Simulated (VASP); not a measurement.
Input of a VASP 6.6.1 run:

Contents of POSCAR:

```
GaN
1.0
    0.0000000000      2.2074978911      2.2074978911
    2.2074978911      0.0000000000      2.2074978911
    2.2074978911      2.2074978911      0.0000000000
Ga N
1 1
Direct
    0.0000000000      0.0000000000      0.0000000000
    0.2500000000      0.2500000000      0.2500000000
```

Contents of INCAR.step1:

```
PREC = Accurate ; ENCUT = 1460
ISMEAR = -1 ; SIGMA = 0.05
LREAL = False ; LASPH = True
NELM = 120 ; NBANDS = 16
GGA = PE ; ALGO = Normal
EDIFF = 1E-5 ; LWAVE = True
LCHARG = False ; GGA_COMPAT = False
```

INCAR.step2

```
PREC = Accurate ; ENCUT = 1460
EDIFF = 1E-6 ; ISMEAR = -1
SIGMA = 0.05 ; LREAL = False
LASPH = True ; NELM = 120
ALGO = Normal ; ISIF = 2
LWAVE = False ; LCHARG = True
METAGGA = R2SCAN ; LMIXTAU = True
IVDW = 12 ; VDW_S6 = 1.0
VDW_S8 = 0.78981345 ; VDW_A1 = 0.49484001
VDW_A2 = 5.73083694 ; LELF = True
LVHAR = True ; NBANDS = 16
ISTART = 1 ; GGA_COMPAT = False
```

KPOINTS

```
Automatic mesh
0
Gamma
  10 10 10
```

Potentials or basis: VASP PAW PBE potentials, release 64 (Ga_d, N_h).

Run with:

```bash
$ cat potpaw_PBE.64/Ga_d/POTCAR potpaw_PBE.64/N_h/POTCAR > POTCAR
$ cp INCAR.step1 INCAR
$ mpirun -np 1 vasp_std > vasp.out
$ cp INCAR.step2 INCAR
$ mpirun -np 1 vasp_std > vasp.out
```

Estimate the pressure.

11.6 GPa.

Estimate the band gap on the k mesh.

2.53 eV.

Predict the dispersion energy per atom.

-0.127 eV.

Caveat: the cell stands under pressure; the PAW data sets were made with another functional, which shifts forces and pressure a little.
